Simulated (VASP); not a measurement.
Crystal: Nd2H3.

```
Nd H
1.0
     2.65614    1.53352    3.70973
    -2.65614    1.53352    3.70973
     0.00000   -3.06704    3.70973
Nd H
2 3
Direct
  0.50000 0.50000 0.50000
  0.00000 0.00000 0.00000
  0.00000 0.00000 0.50000
  0.50000 0.00000 0.00000
  0.00000 0.50000 0.00000
```

The cell was built from a structure type or drawn by symmetry, and may not be a known phase.

| Item | Value |
| --- | --- |
| Program | VASP 6.6.1 |
| Task | relaxation of cell and atoms |
| Functional | PBE |
| Potentials or basis | VASP PAW PBE potentials, release 64 (Nd_3, H), 4f in core |
| Cutoff | 500 eV |
| k mesh | 6 × 6 × 6 |
| Occupations | gaussian, width 0.1 eV |
| Spin | no spin polarisation |

At the start: pressure -4.3 GPa; volume 18.13 Å³/atom.

Q: Where does the relaxation end?

A: Over 7 steps the energy falls by 29.2 meV/atom and the volume is 16.25 Å³/atom (-10.4 %); space group R-3m (No. 166, to 0.1 Å) before and after.

Step by step:
```
step  energy change (eV)  largest force (eV/Å)  pressure (GPa)  volume (Å³)
   1              0.0000                0.0000           -4.29        90.66
   2             -0.1180                0.0000           -1.56        84.44
   3             -0.1325                0.0000           -0.08        81.80
   4             -0.1325                0.0000            0.05        81.59
   5             -0.1349                0.0000            0.04        81.56
   6             -0.1409                0.0000            0.06        81.47
   7             -0.1459                0.0000            0.15        81.23
```

Final structure:
```
CELL_PARAMETERS angstrom
2.50355 1.44543 3.74120
-2.50355 1.44543 3.74120
0.00000 -2.89085 3.74120
ATOMIC_POSITIONS crystal
Nd 0.50000 0.50000 0.50000
Nd 0.00000 0.00000 0.00000
H 0.00000 0.00000 0.50000
H 0.50000 0.00000 0.00000
H 0.00000 0.50000 0.00000
```
